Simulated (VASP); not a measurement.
Set up this calculation in VASP 6.6.1, as the native input.

* Task: single point
* Functional: PBE
* Potentials or basis: VASP PAW PBE potentials, release 64 (B, N)
* Cutoff: 600 eV
* k mesh: 10 × 10 × 6
* Occupations: gaussian, width 0.05 eV
* Spin: no spin polarisation
* Dipole correction: no
* Further INCAR settings: ALGO = Normal; EDIFF = 1e-06; NBANDS = 16

The structure of BN lies in POSCAR:

```
BN
1.0
    0.0000000000     -1.8130010000     -1.8130010000
    0.0000000000      1.8130010000     -1.8130010000
    3.6260020000      0.0000000000      0.0000000000
B N
2 2
Direct
    0.5206839378      0.4793160622      0.5000000000
   -0.0206839378      0.0206839378      0.0000000000
    0.0183770411      0.5183770411      0.2500000000
    0.4816229589     -0.0183770411      0.7500000000
```

This cell differs from its parent crystal: atoms displaced along a vibrational mode.

One way to write it, as run:

INCAR

```
SYSTEM = BN
ALGO     = Normal         ! electronic algorithm
EDIFF    = 1E-6           ! SCF threshold, eV
ENCUT    = 600            ! plane-wave cutoff, eV
GGA      = PE             ! functional
GGA_COMPAT= .FALSE.      
ISIF     = 2              ! what is computed and relaxed
ISMEAR   = 0              ! smearing method
LASPH    = .TRUE.         ! aspherical terms in the spheres
LCHARG   = .FALSE.        ! write CHGCAR
LREAL    = .FALSE.        ! projectors in reciprocal space
LWAVE    = .FALSE.        ! write WAVECAR
NBANDS   = 16             ! bands
NELM     = 120            ! most SCF steps
PREC     = Accurate       ! precision mode
SIGMA    = 0.05           ! smearing width, eV
```

KPOINTS

```
k-points
0
G
  10 10 6
  0 0 0
```

Potentials or basis: VASP PAW PBE potentials, release 64 (B, N).

The run is started by

```sh
$ cat potpaw_PBE.64/B/POTCAR potpaw_PBE.64/N/POTCAR > POTCAR
$ mpirun -np 1 vasp_std > vasp.out
```

It gave:

```json
{
 "Pressure": "-0.6 GPa",
 "Largest force": "1.655 eV/Å",
 "Band gap on the k mesh": "4.26 eV"
}
```

Caveat: the cell differs from its parent crystal (atoms displaced along a vibrational mode); forces of over 1 eV/Å act on the atoms, so gaps and moduli don't describe the material at rest.

Run time: 27 s on 1 thread of AMD EPYC 7R13 Processor (Zen 3), with other jobs on the host, peak memory 0.13 GiB.
